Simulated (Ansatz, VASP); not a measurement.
**Two plane-wave programs on H**

The input INCAR:

```
SYSTEM = H
ALGO     = Normal         ! electronic algorithm
EDIFF    = 1E-6           ! SCF threshold, eV
EDIFFG   = -0.01          ! ionic threshold
ENCUT    = 520            ! plane-wave cutoff, eV
GGA      = PE             ! functional
IBRION   = 2              ! ionic algorithm
ISIF     = 2              ! what is computed and relaxed
ISMEAR   = 0              ! smearing method
LASPH    = .True.         ! aspherical terms in the spheres
LCHARG   = .False.        ! write CHGCAR
LREAL    = .False.        ! projectors in reciprocal space
LWAVE    = .False.        ! write WAVECAR
NELM     = 60             ! most SCF steps
NSW      = 60             ! ionic steps
PREC     = Accurate       ! precision mode
SIGMA    = 0.02           ! smearing width, eV
```

File KPOINTS:

```
k-points
0
Gamma
  8 8 4
  0 0 0
```

POSCAR

```
H
1.0
    1.6485318600     -2.7316882300      0.0000000000
    1.6485318600      2.7316882300      0.0000000000
    0.0000000000      0.0000000000      6.3137686200
H
4
Direct
    0.5678085000      0.4321915000      0.9995149500
    0.4321915000      0.5678085000      0.0004850500
    0.4321915000      0.5678085000      0.4995149500
    0.5678085000      0.4321915000      0.5004850500
```

Input for Ansatz:

```yaml
crystal:
  lattice:
    - [1.64853186, -2.73168823, 0.0]
    - [1.64853186, 2.73168823, 0.0]
    - [0.0, 0.0, 6.31376862]
  atoms:
    - { symbol: H, position: [0.5678085, 0.4321915, 0.99951495] }
    - { symbol: H, position: [0.4321915, 0.5678085, 0.00048505] }
    - { symbol: H, position: [0.4321915, 0.5678085, 0.49951495] }
    - { symbol: H, position: [0.5678085, 0.4321915, 0.50048505] }
basis:
  ecutwfc: 420
kpoints:
  mp_grid: { grid: [8, 8, 4] }
hamiltonian:
  xc: pbe
scf:
  occupations: { method: gaussian, width: 0.02 }
output:
  forces: true
  stress: true
  eigenvalues: true
  write_density: true
  write_potential: true
  elf: true
  volumetric_format: npy
relax:
  adjacent_minimum: "off"
  f_tol: 0.01
  max_steps: 40
```

Alike in both runs: task relaxation of the atoms; functional PBE; k mesh 8 × 8 × 4; occupations gaussian, width 0.02 eV; no spin polarisation.

|  | VASP | Ansatz |
| --- | --- | --- |
| version | VASP 6.6.1 | Ansatz 0.2.0 |
| potentials or method | VASP PAW PBE potentials, release 64 (H), cutoff 520 eV | scalar-relativistic, plane waves, PAW |
| valence electrons in the cell | 4 | 4 |

```csv
,VASP,Ansatz,Ansatz less VASP
"gap on the k mesh at the Fermi level, each at its own relaxed structure (eV)",8.21,8.21,-0.004
```

Ansatz's warnings: stress scf threshold loose.
